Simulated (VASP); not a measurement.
# Al2O3 (R-3c) in VASP: a series of runs

Runs on Al2O3. Level: r2SCAN. Tasks: single point.

Program: VASP 6.6.1. These are calculated values, not measurements. Logs are shortened: lines on timing, memory, paths and dates and some standing lists are left out, and cuts for length are marked.

### Step 1. The cell of the first run

It takes space group R-3c (No. 167, trigonal). The conventional cell has a = 4.759 Å, b = 4.759 Å, c = 12.345 Å, α = 90.00°, β = 90.00°, γ = 120.00°. Within 2.4 Å of Al (site symmetry 3) lie 6 O at 1.84 to 1.93 Å. Within 2.4 Å of O (site symmetry 2) lie 4 Al at 1.84 to 1.93 Å.

### Step 2. Single point, r2SCAN (strain +0.000 along x and y, -0.050 along z)

File POSCAR:

```
Al2O3
1.0
    2.3795714516      1.3738462181      4.1150540224
   -2.3795714516      1.3738462181      4.1150540224
    0.0000000000     -2.7476924363      4.1150540223
Al O
4 6
Direct
    0.8519165699      0.8519165699      0.8519165699
    0.6480834301      0.6480834301      0.6480834301
    0.1480834301      0.1480834301      0.1480834301
    0.3519165699      0.3519165699      0.3519165699
    0.0563854984      0.4436145016      0.7500000000
    0.7500000000      0.0563854984      0.4436145016
    0.4436145016      0.7500000000      0.0563854984
    0.9436145016      0.5563854984      0.2500000000
    0.2500000000      0.9436145016      0.5563854984
    0.5563854984      0.2500000000      0.9436145016
```

File INCAR.step1:

```
PREC = Accurate ; ENCUT = 520
ISMEAR = 0 ; SIGMA = 0.05
LREAL = False ; LASPH = True
NELM = 100 ; NBANDS = 35
GGA = PE ; ALGO = Normal
EDIFF = 1E-4 ; LWAVE = True
LCHARG = False
```

File INCAR.step2:

```
PREC = Accurate ; ENCUT = 520
EDIFF = 1E-6 ; ISMEAR = 0
SIGMA = 0.05 ; LREAL = False
LASPH = True ; NELM = 100
ALGO = Normal ; ISIF = 2
LWAVE = False ; LCHARG = False
METAGGA = R2SCAN ; LMIXTAU = True
NBANDS = 35 ; ISTART = 1
```

File KPOINTS:

```
Automatic mesh
0
Gamma
  6 6 6
```

Potentials or basis: VASP PAW PBE potentials, release 64 (Al, O).

Command:

```console
> cat potpaw_PBE.64/Al/POTCAR potpaw_PBE.64/O/POTCAR > POTCAR
> cp INCAR.step1 INCAR
> mpirun -np 1 vasp_std > vasp.out
> cp INCAR.step2 INCAR
> mpirun -np 1 vasp_std > vasp.out
```

OUTCAR:

```text
PREC = Accurate
   ENCUT = 520
   EDIFF = 1E-6
   ISMEAR = 0
   LREAL = False
   LASPH = True
   NELM = 100
   ISIF = 2
   METAGGA = R2SCAN
   ISTART = 1

 ion  position               nearest neighbor table
   1  0.852  0.852  0.852-   8 1.84  10 1.84   9 1.84   6 1.93   5 1.93   7 1.93   2 2.52   3 2.79
                             3 2.79   3 2.79   2 3.18   2 3.18   2 3.18
   2  0.648  0.648  0.648-   8 1.84   9 1.84  10 1.84   7 1.93   5 1.93   6 1.93   1 2.52   4 2.79
                             4 2.79   4 2.79   1 3.18   1 3.18   1 3.18
   3  0.148  0.148  0.148-   5 1.84   7 1.84   6 1.84   9 1.93   8 1.93  10 1.93   4 2.52   1 2.79
                             1 2.79   1 2.79   4 3.18   4 3.18   4 3.18
   4  0.352  0.352  0.352-   5 1.84   6 1.84   7 1.84  10 1.93   8 1.93   9 1.93   3 2.52   2 2.79
                             2 2.79   2 2.79   3 3.18   3 3.18   3 3.18
   5  0.056  0.444  0.750-   3 1.84   4 1.84   1 1.93   2 1.93
   6  0.750  0.056  0.444-   4 1.84   3 1.84   1 1.93   2 1.93
   7  0.444  0.750  0.056-   3 1.84   4 1.84   2 1.93   1 1.93
   8  0.944  0.556  0.250-   1 1.84   2 1.84   3 1.93   4 1.93
   9  0.250  0.944  0.556-   2 1.84   1 1.84   3 1.93   4 1.93
  10  0.556  0.250  0.944-   1 1.84   2 1.84   4 1.93   3 1.93

  LATTYP: Found a trigonal (rhomboedric) cell.
 ALAT       =     4.9480787515
 COS(alpha) =     0.5374546819

  Lattice vectors:

 A1 = (   2.3795714516,   1.3738462181,   4.1150540224)
 A2 = (  -2.3795714516,   1.3738462181,   4.1150540224)
 A3 = (   0.0000000000,  -2.7476924363,   4.1150540223)

Analysis of symmetry for initial positions (statically):
=====================================================================
 Subroutine PRICEL returns:
 Original cell was already a primitive cell.

 Routine SETGRP: Setting up the symmetry group for a
 trigonal (rhombohedral) supercell.

 Subroutine GETGRP returns: Found 12 space group operations
 (whereof  6 operations were pure point group operations)
 out of a pool of 12 trial point group operations.

The static configuration has the point symmetry S_6 .
 The point group associated with its full space group is D_3d.

Analysis of symmetry for dynamics (positions and initial velocities):
=====================================================================
 Subroutine PRICEL returns:
 Original cell was already a primitive cell.

 Routine SETGRP: Setting up the symmetry group for a
 trigonal (rhombohedral) supercell.

 Subroutine GETGRP returns: Found 12 space group operations
 (whereof  6 operations were pure point group operations)
 out of a pool of 12 trial point group operations.

The dynamic configuration has the point symmetry S_6 .
 The point group associated with its full space group is D_3d.

 Subroutine INISYM returns: Found 12 space group operations
 (whereof  6 operations are pure point group operations),
 and found     1 'primitive' translations

----------------------------------------------------------------------------------------

                                     Primitive cell

  volume of cell :      80.7167

  direct lattice vectors                    reciprocal lattice vectors
     2.379571452  1.373846218  4.115054022     0.210121869  0.121313917  0.081003392
    -2.379571452  1.373846218  4.115054022    -0.210121869  0.121313917  0.081003392
     0.000000000 -2.747692436  4.115054022     0.000000000 -0.242627835  0.081003392

  length of vectors
     4.948078752  4.948078752  4.948078751     0.255792525  0.255792525  0.255792525

  position of ions in fractional coordinates (direct lattice)
     0.851916570  0.851916570  0.851916570
     0.648083430  0.648083430  0.648083430
     0.148083430  0.148083430  0.148083430
     0.351916570  0.351916570  0.351916570
     0.056385498  0.443614502  0.750000000
     0.750000000  0.056385498  0.443614502
     0.443614502  0.750000000  0.056385498
     0.943614502  0.556385498  0.250000000
     0.250000000  0.943614502  0.556385498
     0.556385498  0.250000000  0.943614502

  ion indices of the primitive-cell ions
   primitive index   ion index
                 1           1
                 2           2
                 3           3
                 4           4
                 5           5
                 6           6
                 7           7
                 8           8
                 9           9
                10          10

----------------------------------------------------------------------------------------

 KPOINTS: Automatic mesh

Automatic generation of k-mesh.
 Grid dimensions read from file:
 generate k-points for:    6    6    6

 Generating k-lattice:

  Cartesian coordinates                     Fractional coordinates (reciprocal lattice)
     0.035020311  0.020218986  0.013500565     0.166666667  0.000000000 -0.000000000
    -0.035020311  0.020218986  0.013500565     0.000000000  0.166666667 -0.000000000
     0.000000000 -0.040437972  0.013500565     0.000000000  0.000000000  0.166666667

  Length of vectors
     0.042632087  0.042632087  0.042632087

  Shift w.r.t. Gamma in fractional coordinates (k-lattice)
     0.000000000  0.000000000  0.000000000

 Subroutine IBZKPT returns following result:
 ===========================================

 Found     32 irreducible k-points:

 Following reciprocal coordinates:
            Coordinates               Weight
  0.000000  0.000000  0.000000      1.000000
  0.166667  0.000000 -0.000000      6.000000
  0.333333  0.000000 -0.000000      6.000000
  0.500000  0.000000  0.000000      3.000000
  0.166667  0.166667 -0.000000      6.000000
  0.333333  0.166667 -0.000000     12.000000
[... 16 lines left out ...]
  0.500000  0.500000  0.166667      6.000000
 -0.333333  0.500000  0.166667     12.000000
 [... further k-points ...]
   k-points           NKPTS =     32   k-points in BZ     NKDIM =     32   number of bands    NBANDS=     35
   number of dos      NEDOS =    301   number of ions     NIONS =     10
   total plane-waves  NPLWV =  64000
   dimension x,y,z NGX =    40 NGY =   40 NGZ =   40
   dimension x,y,z NGXF=    80 NGYF=   80 NGZF=   80
   ions per type =               4   6
   NGX,Y,Z   is equivalent  to a cutoff of  13.44, 13.44, 13.44 a.u.
   NGXF,Y,Z  is equivalent  to a cutoff of  26.88, 26.88, 26.88 a.u.
 SYSTEM =  unknown system
   PREC   = accura    normal or accurate (medium, high low for compatibility)
   ISTART =      1    job   : 0-new  1-cont  2-samecut
   ICHARG =      0    charge: 1-file 2-atom 10-const
   ISPIN  =      1    spin polarized calculation?
   LNONCOLLINEAR =      F non collinear calculations
   LSORBIT =      F    spin-orbit coupling
   LASPH  =      T    aspherical Exc in radial PAW
   ENCUT  =  520.0 eV  38.22 Ry    6.18 a.u.   9.20  9.20  9.20*2*pi/ulx,y,z
   NELM   =    100;   NELMIN=  2; NELMDL=  0     # of ELM steps
   EDIFF  = 0.1E-05   stopping-criterion for ELM
   LREAL  =      F    real-space projection
   EDIFFG = 0.1E-04   stopping-criterion for IOM
   NSW    =      0    number of steps for IOM
   IBRION =     -1    ionic relax: 0-MD 1-quasi-New 2-CG
   NFREE  =      0    steps in history (QN), initial steepest desc. (CG)
   ISIF   =      2    stress and relaxation
   ISYM   =      2    0-nonsym 1-usesym 2-fastsym
   POTIM  = 0.5000    time-step for ionic-motion
   TEBEG  =    0.0;   TEEND  =   0.0 temperature during run
   PSTRESS=    0.0 pullay stress
   NELECT =      48.0000    total number of electrons
   NUPDOWN=      -1.0000    fix difference up-down
   EMIN   =  10.00;   EMAX   =-10.00  energy-range for DOS
   EFERMI =   0.00;   METHOD = LEGACY
   ISMEAR =     0;   SIGMA  =   0.05  broadening in eV -4-tet -1-fermi 0-gaus
   EFERMI_NEDOS =   21; number of points for ismear=-14 and -15
   IALGO  =     38    algorithm
   IMIX   =      4    mixing-type and parameters
     AMIX     =   0.40;   BMIX     =  1.00
     AMIX_MAG =   1.60;   BMIX_MAG =  1.00
  volume/ion in A,a.u.               =       8.07        54.47
  Fermi-wavevector in a.u.,A,eV,Ry     =   1.376683  2.601554 25.786533  1.895257
  Thomas-Fermi vector in A             =   2.501906
   LORBIT       =      0    0 simple, 1 ext, 2 COOP (PROOUT), +10 PAW based schemes
   METAGGA = R2SCAN    functional components
   LHFCALC =     F    Hartree Fock is set to
   AEXX    =    0.0000 exact exchange contribution
   IVDW    =     0    specifies the selected vdW correction
   LEPSILON=     F    determine dielectric tensor
   LRPA    =     F    only Hartree local field effects (RPA)
 non-spin polarized calculation
 Gauss-broadening in eV      SIGMA  =   0.05
  energy-cutoff  :      520.00
  volume of cell :       80.72
 maximum number of plane-waves:      2192
 NGX is ok and might be reduce to    40
   NGX = 19   NGY = 19   NGZ = 19

 number of electron      48.0000007 magnetization

 Free energy of the ion-electron system (eV)
  ---------------------------------------------------
  ext. energy  EPLUGINS =         0.00000000
  ---------------------------------------------------
  free energy    TOTEN  =       -95.90326970 eV

  energy without entropy =      -95.90326970  energy(sigma->0) =      -95.90326970

 E-fermi :   6.9276     XC(G=0): -12.5044

 val. band max:        6.6743625076   @ k =   0.0000   0.0000   0.0000
 cond. band min:      14.0034263345   @ k =   0.0000   0.0000   0.0000
 fundamental gap:      7.3290638269
 Fermi energy:         6.9276078484

 k-point     1 :       0.0000    0.0000    0.0000
  band No.  band energies     occupation
      1     -14.2598      2.00000
      2     -11.5246      2.00000
      3     -11.5213      2.00000
      4     -11.5213      2.00000
      5     -11.1513      2.00000
      6     -11.1513      2.00000
[... 27 lines left out ...]
     34      21.5676      0.00000
     35      22.7947      0.00000
[... 843 lines left out ...]
      5     -11.2729      2.00000
      6     -11.0671      2.00000
[... 27 lines left out ...]
     34      21.3420      0.00000
     35      21.5514      0.00000

 [... further k-points ...]

------------------------ aborting loop because EDIFF is reached ----------------------------------------

  FORCE on cell =-STRESS in cart. coord.  units (eV):
  Direction    XX          YY          ZZ          XY          YZ          ZX
  --------------------------------------------------------------------------------------
  -------------------------------------------------------------------------------------
  Total        3.0319134      3.0319134     14.4507797      0.0000000     -0.0000000      0.0000000
  in kB       60.1815966     60.1815966    286.8389995      0.0000000     -0.0000000      0.0000000
  external PRESSURE =     135.7340642 kB  Pullay stress =       0.0000000 kB

 VOLUME and BASIS-vectors are now :
 -----------------------------------------------------------------------------
  energy-cutoff  :      520.00
  volume of cell :       80.72
      direct lattice vectors                 reciprocal lattice vectors
     2.379571452  1.373846218  4.115054022     0.210121869  0.121313917  0.081003392
    -2.379571452  1.373846218  4.115054022    -0.210121869  0.121313917  0.081003392
     0.000000000 -2.747692436  4.115054022     0.000000000 -0.242627835  0.081003392

 POSITION                                       TOTAL-FORCE (eV/Angst)
 -----------------------------------------------------------------------------------
      0.00000     -0.00000     10.51705         0.000000     -0.000000      0.461384
      0.00000     -0.00000      8.00069         0.000000      0.000000     -0.461384
      0.00000     -0.00000      1.82811         0.000000      0.000000     -0.461384
      0.00000     -0.00000      4.34447         0.000000     -0.000000      0.461384
     -0.92144     -1.37385      5.14382        -0.046268      0.000000      0.000000
      1.65051     -0.11107      5.14382         0.023134     -0.040070     -0.000000
     -0.72907      1.48491      5.14382         0.023134      0.040070      0.000000
      0.92144      1.37385      7.20134         0.046268      0.000000      0.000000
     -1.65051      0.11107      7.20134        -0.023134      0.040070      0.000000
      0.72907     -1.48491      7.20134        -0.023134     -0.040070     -0.000000
 -----------------------------------------------------------------------------------
    total drift:                               -0.000000      0.000000      0.000000

  FREE ENERGIE OF THE ION-ELECTRON SYSTEM (eV)
  ---------------------------------------------------
  free  energy   TOTEN  =       -95.9032697013 eV

  energy  without entropy=      -95.9032697013  energy(sigma->0) =      -95.90326970
```

It took 3.5 min on 1 thread of Intel Xeon 6975P-C (Granite Rapids), shared host; peak memory 0.28 GiB.

What came out:

```yaml
Free_energy: -95.9033 eV
Pressure: 13.6 GPa
Largest_force: 0.461 eV/Å
Band_gap_on_the_k_mesh: 7.33 eV
```

Forces in eV/Å, atoms in the order of the input:
```
Al   0.000  0.000  0.461
Al   0.000  0.000 -0.461
Al   0.000  0.000 -0.461
Al   0.000  0.000  0.461
O   -0.046  0.000  0.000
O    0.023 -0.040  0.000
O    0.023  0.040  0.000
O    0.046  0.000  0.000
O   -0.023  0.040  0.000
O   -0.023 -0.040  0.000
```

Caveat: the cell differs from its parent crystal (strain +0.000 along x and y, -0.050 along z); the stress differs along the axes, from 6 to 29 GPa; the PAW data sets were made with another functional, which shifts forces and pressure a little. A k mesh can miss the band edges.

[end of part 1 of 3]
